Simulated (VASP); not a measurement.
# Zr2B: single point with PBE

The system is Zr2B.

```xyz
6
Lattice="4.3158 0.0000 0.0000 -2.1579 3.7375 0.0000 0.0000 0.0000 6.2016" Properties=species:S:1:pos:R:3 pbc="T T T"
Zr    0.0000    2.4917    3.1008
Zr    2.1579    1.2458    3.1008
Zr    0.0000    0.0000    1.6757
Zr    0.0000    0.0000    4.5259
B     0.0000    2.4917    0.0000
B     2.1579    1.2458    0.0000
```

| Item | Value |
| --- | --- |
| Program | VASP 6.6.1 |
| Task | single point |
| Functional | PBE |
| Potentials or basis | VASP PAW PBE potentials, release 64 (Zr_sv, B) |
| Cutoff | 520 eV |
| k mesh | 6 × 6 × 4 |
| Occupations | gaussian, width 0.1 eV |
| Spin | no spin polarisation |
| Dipole correction | no |
| Further INCAR settings | ALGO = Normal; EDIFF = 1e-06; NBANDS = 36 |

```yaml
Pressure: 14.0 GPa
Largest_force: 5.966 eV/Å
Band_gap_on_the_k_mesh: zero (band 27 reaches 9.49 eV, above the bottom of band 28 at 9.21 eV)
```

Forces on the atoms (eV/Å):
```
Zr   0.000  0.000  0.000
Zr   0.000  0.000  0.000
Zr   0.000  0.000 -5.966
Zr   0.000  0.000  5.966
B    0.000  0.000  0.000
B    0.000  0.000  0.000
```

Stress tensor (GPa, compression positive):
```
17.85  0.00  0.00
 0.00 17.85  0.00
 0.00  0.00  6.35
```

Levels at points of the mesh, in eV from the Fermi level:
```csv
k point,band 24,band 25,band 26,band 27,band 28,band 29,band 30,band 31
"(0.00, 0.00, 0.00)",-1.92,-1.92,-1.85,-1.57,1.56,1.56,1.86,1.86
"(0.50, 0.00, 0.00)",-1.48,-1.41,-0.92,0.10,0.20,0.42,0.90,1.03
"(0.00, 0.00, 0.50)",-1.21,0.18,0.18,0.23,0.23,0.32,0.32,0.34
"(0.50, 0.00, 0.50)",-1.90,-1.48,-1.41,-0.65,0.23,0.59,0.65,1.17
```

It took 40 s on 1 thread of Intel(R) Xeon(R) 6975P-C (Granite Rapids) (shared host), peak memory 0.23 GiB.

Caveat: forces of over 1 eV/Å act on the atoms, so gaps and moduli don't describe the material at rest.
